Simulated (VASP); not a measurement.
# Re (Immm) in VASP: single point with PBEsol

Aim: the single point of Re with PBEsol.

Everything below comes from runs of VASP 6.6.1. Logs are shortened: lines on timing, memory, paths and dates and some standing lists are left out, and cuts for length are marked.

**1. The cell of the first run**

The structure is orthorhombic, space group Immm (No. 71). Conventional cell: a = 2.653 Å, b = 2.933 Å, c = 3.950 Å, α = 90.00°, β = 90.00°, γ = 90.00°. Within 3.5 Å of Re (site symmetry mmm) lie 12 Re at 2.65 to 2.93 Å.

**2. Single point, PBEsol (strain -0.1000 x Voigt [0, 0, 0, 0, 0, 1])**

The input, INCAR:

```
SYSTEM = Re
PREC = Accurate
ENCUT = 520
EDIFF = 1E-7
ISMEAR = 0
SIGMA = 0.15
LREAL = .FALSE.
LASPH = .TRUE.
NELM = 80
ALGO = Fast
ISIF = 2
LWAVE = .FALSE.
LCHARG = .TRUE.
GGA = PS
LELF = .TRUE.
LVHAR = .TRUE.
NBANDS = 10
```

The input, KPOINTS:

```
regular mesh
0
G
  20 20 20
  0 0 0
```

The input, POSCAR:

```
Re
1.0
   -0.0987500000      1.9750000000      1.9750000000
    1.9750000000     -0.0987500000      1.9750000000
    1.8762500000      1.8762500000      0.0000000000
Re
1
Direct
    0.0000000000      0.0000000000      0.0000000000
```

Potentials or basis: VASP PAW PBE potentials, release 64 (Re).

Command:

```console
$ cat potpaw_PBE.64/Re/POTCAR > POTCAR
$ mpirun -np 1 vasp_std > vasp.out
```

OUTCAR:

```text
SYSTEM = Re
   PREC = Accurate
   ENCUT = 520
   EDIFF = 1E-7
   ISMEAR = 0
   LREAL = .FALSE.
   LASPH = .TRUE.
   NELM = 80
   ISIF = 2
   GGA = PS

 ion  position               nearest neighbor table
   1  0.000  0.000  0.000-

  LATTYP: Found a body centered orthorhombic cell.
 ALAT       =     2.6534181964
 B/A-ratio  =     1.1052631579
 C/A-ratio  =     1.4886458551

  Lattice vectors:

 A1 = (   0.0987500000,  -1.9750000000,  -1.9750000000)
 A2 = (  -0.0987500000,   1.9750000000,  -1.9750000000)
 A3 = (   1.9750000000,  -0.0987500000,   1.9750000000)

Analysis of symmetry for initial positions (statically):
=====================================================================
 Subroutine PRICEL returns:
 Original cell was already a primitive cell.

 Routine SETGRP: Setting up the symmetry group for a
 body centered orthorhombic supercell.

 Subroutine GETGRP returns: Found  8 space group operations
 (whereof  8 operations were pure point group operations)
 out of a pool of  8 trial point group operations.

The static configuration has the point symmetry D_2h.

Analysis of symmetry for dynamics (positions and initial velocities):
=====================================================================
 Subroutine PRICEL returns:
 Original cell was already a primitive cell.

 Routine SETGRP: Setting up the symmetry group for a
 body centered orthorhombic supercell.

 Subroutine GETGRP returns: Found  8 space group operations
 (whereof  8 operations were pure point group operations)
 out of a pool of  8 trial point group operations.

The dynamic configuration has the point symmetry D_2h.

 Subroutine INISYM returns: Found  8 space group operations
 (whereof  8 operations are pure point group operations),
 and found     1 'primitive' translations

----------------------------------------------------------------------------------------

                                     Primitive cell

  volume of cell :      15.3690

  direct lattice vectors                    reciprocal lattice vectors
    -0.098750000  1.975000000  1.975000000    -0.241109102  0.241109102  0.253164557
     1.975000000 -0.098750000  1.975000000     0.241109102 -0.241109102  0.253164557
     1.876250000  1.876250000  0.000000000     0.266489007  0.266489007 -0.253164557

  length of vectors
     2.794816910  2.794816910  2.653418196     0.424687521  0.424687521  0.454009994

  position of ions in fractional coordinates (direct lattice)
     0.000000000  0.000000000  0.000000000

  ion indices of the primitive-cell ions
   primitive index   ion index
                 1           1

----------------------------------------------------------------------------------------

 KPOINTS: regular mesh

Automatic generation of k-mesh.
 Grid dimensions read from file:
 generate k-points for:   20   20   20

 Generating k-lattice:

  Cartesian coordinates                     Fractional coordinates (reciprocal lattice)
    -0.012055455  0.012055455  0.012658228     0.050000000 -0.000000000  0.000000000
     0.012055455 -0.012055455  0.012658228    -0.000000000  0.050000000  0.000000000
     0.013324450  0.013324450 -0.012658228     0.000000000  0.000000000  0.050000000

  Length of vectors
     0.021234376  0.021234376  0.022700500

  Shift w.r.t. Gamma in fractional coordinates (k-lattice)
     0.000000000  0.000000000  0.000000000

 Subroutine IBZKPT returns following result:
 ===========================================

 Found   1166 irreducible k-points:

 Following reciprocal coordinates:
            Coordinates               Weight
  0.000000  0.000000  0.000000      1.000000
  0.050000  0.000000  0.000000      4.000000
  0.100000  0.000000  0.000000      4.000000
  0.150000  0.000000  0.000000      4.000000
  0.200000  0.000000  0.000000      4.000000
  0.250000  0.000000  0.000000      4.000000
[... 16 lines left out ...]
 -0.400000  0.050000  0.000000      4.000000
 -0.350000  0.050000  0.000000      4.000000
 [... further k-points ...]
   k-points           NKPTS =   1166   k-points in BZ     NKDIM =   1166   number of bands    NBANDS=     10
   number of dos      NEDOS =    301   number of ions     NIONS =      1
   total plane-waves  NPLWV =  11520
   dimension x,y,z NGX =    24 NGY =   24 NGZ =   20
   dimension x,y,z NGXF=    48 NGYF=   48 NGZF=   40
   ions per type =               1
   NGX,Y,Z   is equivalent  to a cutoff of  14.28, 14.28, 12.53 a.u.
   NGXF,Y,Z  is equivalent  to a cutoff of  28.55, 28.55, 25.06 a.u.
 SYSTEM =  Re
   PREC   = accura    normal or accurate (medium, high low for compatibility)
   ISTART =      0    job   : 0-new  1-cont  2-samecut
   ICHARG =      2    charge: 1-file 2-atom 10-const
   ISPIN  =      1    spin polarized calculation?
   LNONCOLLINEAR =      F non collinear calculations
   LSORBIT =      F    spin-orbit coupling
   LASPH  =      T    aspherical Exc in radial PAW
   ENCUT  =  520.0 eV  38.22 Ry    6.18 a.u.   5.20  5.20  4.93*2*pi/ulx,y,z
   NELM   =     80;   NELMIN=  2; NELMDL= -5     # of ELM steps
   EDIFF  = 0.1E-06   stopping-criterion for ELM
   LREAL  =      F    real-space projection
   EDIFFG = 0.1E-05   stopping-criterion for IOM
   NSW    =      0    number of steps for IOM
   IBRION =     -1    ionic relax: 0-MD 1-quasi-New 2-CG
   NFREE  =      0    steps in history (QN), initial steepest desc. (CG)
   ISIF   =      2    stress and relaxation
   ISYM   =      2    0-nonsym 1-usesym 2-fastsym
   POTIM  = 0.5000    time-step for ionic-motion
   TEBEG  =    0.0;   TEEND  =   0.0 temperature during run
   PSTRESS=    0.0 pullay stress
   NELECT =       7.0000    total number of electrons
   NUPDOWN=      -1.0000    fix difference up-down
   EMIN   =  10.00;   EMAX   =-10.00  energy-range for DOS
   EFERMI =   0.00;   METHOD = LEGACY
   ISMEAR =     0;   SIGMA  =   0.15  broadening in eV -4-tet -1-fermi 0-gaus
   EFERMI_NEDOS =   21; number of points for ismear=-14 and -15
   IALGO  =     68    algorithm
   IMIX   =      4    mixing-type and parameters
     AMIX     =   0.40;   BMIX     =  1.00
     AMIX_MAG =   1.60;   BMIX_MAG =  1.00
  volume/ion in A,a.u.               =      15.37       103.71
  Fermi-wavevector in a.u.,A,eV,Ry     =   1.259581  2.380263 21.586247  1.586544
  Thomas-Fermi vector in A             =   2.393134
   LORBIT       =      0    0 simple, 1 ext, 2 COOP (PROOUT), +10 PAW based schemes
   GGA     = PS    functional components
   LHFCALC =     F    Hartree Fock is set to
   AEXX    =    0.0000 exact exchange contribution
   IVDW    =     0    specifies the selected vdW correction
   LEPSILON=     F    determine dielectric tensor
   LRPA    =     F    only Hartree local field effects (RPA)
 non-spin polarized calculation
 RMM-DIIS sequential band-by-band and
 Gauss-broadening in eV      SIGMA  =   0.15
  energy-cutoff  :      520.00
  volume of cell :       15.37
 maximum number of plane-waves:       425
 NGX is ok and might be reduce to    24
   NGX = 11   NGY = 11   NGZ =  9

 number of electron       7.0000000 magnetization

 Free energy of the ion-electron system (eV)
  ---------------------------------------------------
  ext. energy  EPLUGINS =         0.00000000
  ---------------------------------------------------
  free energy    TOTEN  =       -13.16787759 eV

  energy without entropy =      -13.15694408  energy(sigma->0) =      -13.16241083

 E-fermi :   7.4985     XC(G=0): -13.5747

 val. band max:        7.4968395801   @ k =  -0.1000  -0.4500   0.4500
 cond. band min:       7.4988881425   @ k =  -0.3000   0.0000   0.3000
 fundamental gap:      0.0020485624
 Fermi energy:         7.4984722891

 k-point     1 :       0.0000    0.0000    0.0000
  band No.  band energies     occupation
      1      -2.3957      2.00000
      2       4.8168      2.00000
      3       5.3646      2.00000
      4       6.6023      2.00000
      5       8.7723      0.00000
      6       8.7769      0.00000
      7      21.2758      0.00000
      8      25.4159      0.00000
      9      26.9016      0.00000
     10      28.3441      0.00000

 k-point     2 :       0.0500    0.0000    0.0000
  band No.  band energies     occupation
      1      -2.2929      2.00000
      2       4.8087      2.00000
      3       5.3501      2.00000
      4       6.6476      2.00000
      5       8.7442      0.00000
      6       8.7544      0.00000
      7      21.4617      0.00000
      8      25.1550      0.00000
      9      26.8804      0.00000
     10      28.5118      0.00000

 k-point     3 :       0.1000    0.0000    0.0000
  band No.  band energies     occupation
      1      -1.9933      2.00000
      2       4.7571      2.00000
      3       5.3409      2.00000
      4       6.7655      2.00000
      5       8.6679      0.00000
      6       8.7228      0.00000
      7      21.9875      0.00000
      8      24.3207      0.00000
      9      27.2524      0.00000
     10      29.0048      0.00000

 k-point     4 :       0.1500    0.0000    0.0000
  band No.  band energies     occupation
      1      -1.5249      2.00000
      2       4.6445      2.00000
      3       5.3720      2.00000
      4       6.8982      2.00000
      5       8.6068      0.00000
      6       8.7458      0.00000
      7      22.7488      0.00000
      8      23.2231      0.00000
      9      28.0845      0.00000
     10      29.7956      0.00000
[... 222 lines left out ...]
 k-point    22 :      -0.4500    0.0500    0.0000
  band No.  band energies     occupation
      1       0.8432      2.00000
      2       4.8387      2.00000
      3       6.4729      2.00000
      4       6.8165      2.00000
      5      10.4781      0.00000
      6      11.2064      0.00000
      7      16.3220      0.00000
      8      21.5766      0.00000
      9      26.5891      0.00000
     10      28.9221      0.00000

 k-point    23 :      -0.4000    0.0500    0.0000
  band No.  band energies     occupation
      1       0.7999      2.00000
      2       4.8986      2.00000
      3       6.3029      2.00000
      4       6.5346      2.00000
      5      10.2877      0.00000
      6      10.8056      0.00000
      7      17.0984      0.00000
      8      21.9391      0.00000
      9      26.9707      0.00000
     10      29.8224      0.00000

 k-point    24 :      -0.3500    0.0500    0.0000
  band No.  band energies     occupation
      1       0.6739      2.00000
      2       5.0009      2.00000
      3       5.5786      2.00000
      4       6.6480      2.00000
      5      10.0048      0.00000
      6      10.2577      0.00000
      7      18.2179      0.00000
      8      22.5552      0.00000
      9      27.7418      0.00000
     10      31.1872      0.00000

 [... further k-points ...]

------------------------ aborting loop because EDIFF is reached ----------------------------------------

  FORCE on cell =-STRESS in cart. coord.  units (eV):
  Direction    XX          YY          ZZ          XY          YZ          ZX
  --------------------------------------------------------------------------------------
  -------------------------------------------------------------------------------------
  Total       -1.3913109     -1.3913109     -1.6521179      1.8641311      0.0000000      0.0000000
  in kB     -145.0409263   -145.0409263   -172.2294478    194.3313303      0.0000000      0.0000000
  external PRESSURE =    -154.1037668 kB  Pullay stress =       0.0000000 kB

 VOLUME and BASIS-vectors are now :
 -----------------------------------------------------------------------------
  energy-cutoff  :      520.00
  volume of cell :       15.37
      direct lattice vectors                 reciprocal lattice vectors
    -0.098750000  1.975000000  1.975000000    -0.241109102  0.241109102  0.253164557
     1.975000000 -0.098750000  1.975000000     0.241109102 -0.241109102  0.253164557
     1.876250000  1.876250000  0.000000000     0.266489007  0.266489007 -0.253164557

 POSITION                                       TOTAL-FORCE (eV/Angst)
 -----------------------------------------------------------------------------------
      0.00000      0.00000      0.00000        -0.000000      0.000000     -0.000000
 -----------------------------------------------------------------------------------
    total drift:                                0.000000      0.000000     -0.000000

  FREE ENERGIE OF THE ION-ELECTRON SYSTEM (eV)
  ---------------------------------------------------
  free  energy   TOTEN  =       -13.1678775887 eV

  energy  without entropy=      -13.1569440797  energy(sigma->0) =      -13.16241083
```

Run time: 68 s. Hardware: 1 thread of Intel Xeon 6975P-C (Granite Rapids), shared host; peak memory 0.3 GiB.

What came out:

| Quantity | Value |
| --- | --- |
| Free energy | -13.1679 eV |
| Pressure | -15.4 GPa |
| Band gap on the k mesh | zero (an odd number of electrons rules out a gap without spin polarisation) |

Caveat: the cell differs from its parent crystal (strain -0.1000 x Voigt [0, 0, 0, 0, 0, 1]); the cell stands under tension; the PAW data sets were made with another functional, which shifts forces and pressure a little; spin-orbit coupling is left out, which moves the levels of the heavy elements.
